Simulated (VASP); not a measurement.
Crystal: Zn.

```
CELL_PARAMETERS angstrom
2.67000 0.00000 0.00000
-1.33500 2.31229 0.00000
0.00000 0.00000 4.96600
ATOMIC_POSITIONS crystal
Zn 0.66667 0.33333 0.75000
Zn 0.33333 0.66667 0.25000
```

- Program: VASP 6.6.1
- Task: relaxation of cell and atoms
- Functional: revPBE
- Potentials or basis: VASP PAW PBE potentials, release 64 (Zn)
- Cutoff: 600 eV
- k mesh: 11 × 11 × 6
- Occupations: fermi-dirac, width 0.05 eV
- Spin: no spin polarisation

At the start: pressure 1.8 GPa; volume 15.33 Å³/atom.

Q: Where does the relaxation end?

A: Over 10 steps the energy falls by 5.1 meV/atom and the volume is 15.57 Å³/atom (+1.6 %); space group P6_3/mmc (No. 194, to 0.05 Å).

The path:
```
step  energy change (eV)  largest force (eV/Å)  pressure (GPa)  volume (Å³)
   1              0.0000                0.0000            1.85        30.66
   2             -0.0055                0.0000           -0.10        31.45
   3             -0.0056                0.0000           -0.22        31.50
   4             -0.0064                0.0000           -0.26        31.46
   5             -0.0090                0.0000           -0.28        31.34
   6             -0.0087                0.0000            0.00        31.09
   7             -0.0101                0.0000           -0.14        31.22
   8             -0.0101                0.0000           -0.15        31.21
   9             -0.0101                0.0000            0.20        31.06
  10             -0.0101                0.0000            0.02        31.14
```

Final structure:
```yaml
crystal:
  lattice:
    - [2.72775, 0.00000, 0.00000]
    - [-1.36387, 2.36230, 0.00000]
    - [0.00000, 0.00000, 4.83269]
  atoms:
    - { symbol: Zn, position: [0.66667, 0.33333, 0.75000] }
    - { symbol: Zn, position: [0.33333, 0.66667, 0.25000] }
```

Caveat: the PAW data sets were made with another functional, which shifts forces and pressure a little.
